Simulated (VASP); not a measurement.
# Nb3Sn: relaxation of cell and atoms with r2SCAN

Nb3Sn:

```
Nb Sn
1.0
     5.31443    0.00000    0.00000
     0.00000    5.31443    0.00000
     0.00000    0.00000    5.31443
Nb Sn
6 2
Direct
  0.25000 0.00000 0.50000
  0.50000 0.75000 0.00000
  0.75000 0.00000 0.50000
  0.50000 0.25000 0.00000
  0.00000 0.50000 0.75000
  0.00000 0.50000 0.25000
  0.00000 0.00000 0.00000
  0.50000 0.50000 0.50000
```

| Property | Result |
| --- | --- |
| Program | VASP 6.6.1 |
| Task | relaxation of cell and atoms |
| Functional | r2SCAN |
| Potentials or basis | VASP PAW PBE potentials, release 64 (Nb_sv, Sn_d) |
| Cutoff | 600 eV |
| k mesh | 4 × 4 × 4 |
| Occupations | fermi-dirac, width 0.02 eV |
| Spin | no spin polarisation |
| Dipole correction | no |
| Further INCAR settings | ALGO = Normal; EDIFF = 1e-06; IBRION = 2; EDIFFG = -0.005; NSW = 80; ISIF = 3 |

```
Relaxed volume                        : 18.61 Å³/atom
Relaxed cell                          : a = 5.300 Å, b = 5.300 Å, c = 5.300 Å, α = 90.00°, β = 90.00°, γ = 90.00°
Space group after relaxing (to 0.1 Å) : Pm-3n (No. 223)
Energy gained by relaxing             : 0.6 meV/atom
Ionic steps                           : 3
Pressure after relaxing               : 0.0 GPa
Band gap on the k mesh                : zero (bands 53 and 54 overlap by 0.63 eV)
```

The path:
```
step  energy change (eV)  largest force (eV/Å)  pressure (GPa)  volume (Å³)
   1              0.0000                0.0000           -1.30       150.10
   2              0.0103                0.0000            2.38       146.81
   3             -0.0050                0.0000            0.03       148.89
```

Final structure:
```
Nb Sn
1.0
     5.30016    0.00000    0.00000
     0.00000    5.30016    0.00000
     0.00000    0.00000    5.30016
Nb Sn
6 2
Cartesian
  1.3250 0.0000 2.6501
  2.6501 3.9751 0.0000
  3.9751 0.0000 2.6501
  2.6501 1.3250 0.0000
  0.0000 2.6501 3.9751
  0.0000 2.6501 1.3250
  0.0000 0.0000 0.0000
  2.6501 2.6501 2.6501
```

Levels at points of the mesh, in eV from the Fermi level:
```tsv
k point	band 51	band 52	band 53	band 54	band 55	band 56
(0.00, 0.00, 0.00)	-0.66	-0.66	-0.11	-0.11	2.54	2.54
(0.50, 0.00, 0.00)	-0.95	-0.95	-0.48	-0.48	1.54	1.54
(0.50, 0.50, 0.00)	0.05	0.15	0.15	0.58	0.58	0.63
(0.50, 0.50, 0.50)	0.02	0.02	0.02	0.02	0.04	0.04
```

Run time: 14 min on 1 thread of Oxide Virtual Turin-like Processor, with other jobs on the host, peak memory 0.31 GiB.

Caveat: the PAW data sets were made with another functional, which shifts forces and pressure a little; spin-orbit coupling is left out, which moves the levels of the heavy elements.
